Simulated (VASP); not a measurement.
Wanted: the native input for a VASP 6.6.1 run.

- Task: single point
- Functional: PBE-based screened hybrid
- Potentials or basis: VASP PAW PBE potentials, release 64 (Nb_sv, Cu)
- Cutoff: 520 eV
- k mesh: 5 × 5 × 5
- Occupations: fermi-dirac, width 0.05 eV
- Spin: no spin polarisation
- Dipole correction: no
- Grid for exact exchange (PRECFOCK): Normal
- Share of exact exchange: 0.25
- Further INCAR settings: ALGO = Normal; EDIFF = 1e-06; NBANDS = 19
- Screening parameter: 0.3 1/Å

NbCu:

```
Nb Cu
1.0
     0.00000    2.56221    2.56221
     2.56221    0.00000    2.56221
     2.56221    2.56221    0.00000
Nb Cu
1 1
Cartesian
  0.0000 0.0000 0.0000
  2.5622 2.5622 2.5622
```

These files were run (other wordings do the same):

POSCAR

```
NbCu
1.0
    0.0000000000      2.5622100000      2.5622100000
    2.5622100000      0.0000000000      2.5622100000
    2.5622100000      2.5622100000      0.0000000000
Nb Cu
1 1
Direct
    0.0000000000      0.0000000000      0.0000000000
    0.5000000000      0.5000000000      0.5000000000
```

INCAR.step1

```
SYSTEM = NbCu
  ALGO = Normal
  EDIFF = 1E-5
  ENCUT = 520
  GGA = PE
  ISIF = 2
  ISMEAR = -1
  LASPH = .TRUE.
  LCHARG = .FALSE.
  LREAL = .FALSE.
  LWAVE = .TRUE.
  NBANDS = 19
  NELM = 100
  PREC = Accurate
  SIGMA = 0.05
```

INCAR.step2

```
SYSTEM = NbCu
  AEXX = 0.25
  ALGO = Normal
  EDIFF = 1E-6
  ENCUT = 520
  GGA = PE
  HFSCREEN = 0.3
  ISIF = 2
  ISMEAR = -1
  ISTART = 1
  LASPH = .TRUE.
  LCHARG = .FALSE.
  LHFCALC = .TRUE.
  LREAL = .FALSE.
  LWAVE = .FALSE.
  NBANDS = 19
  NELM = 100
  PREC = Accurate
  PRECFOCK = Normal
  SIGMA = 0.05
```

KPOINTS

```
k-points
0
G
  5 5 5
  0 0 0
```

Potentials or basis: VASP PAW PBE potentials, release 64 (Nb_sv, Cu).

Command:

```console
$ cat potpaw_PBE.64/Nb_sv/POTCAR potpaw_PBE.64/Cu/POTCAR > POTCAR
$ cp INCAR.step1 INCAR
$ mpirun -np 1 vasp_std > vasp.out
$ cp INCAR.step2 INCAR
$ mpirun -np 1 vasp_std > vasp.out
```

Results of the run:

```yaml
Pressure: -2.8 GPa
Band_gap_on_the_k_mesh: zero (band 12 reaches 9.52 eV, above the bottom of band 13 at 7.59 eV)
```

Caveat: the k points lie up to 0.42 Å⁻¹ apart; the PAW data sets were made with another functional, which shifts forces and pressure a little.

It took 18 min on 1 thread of Intel(R) Xeon(R) Platinum 8559C (Emerald Rapids) (shared host), peak memory 0.27 GiB.
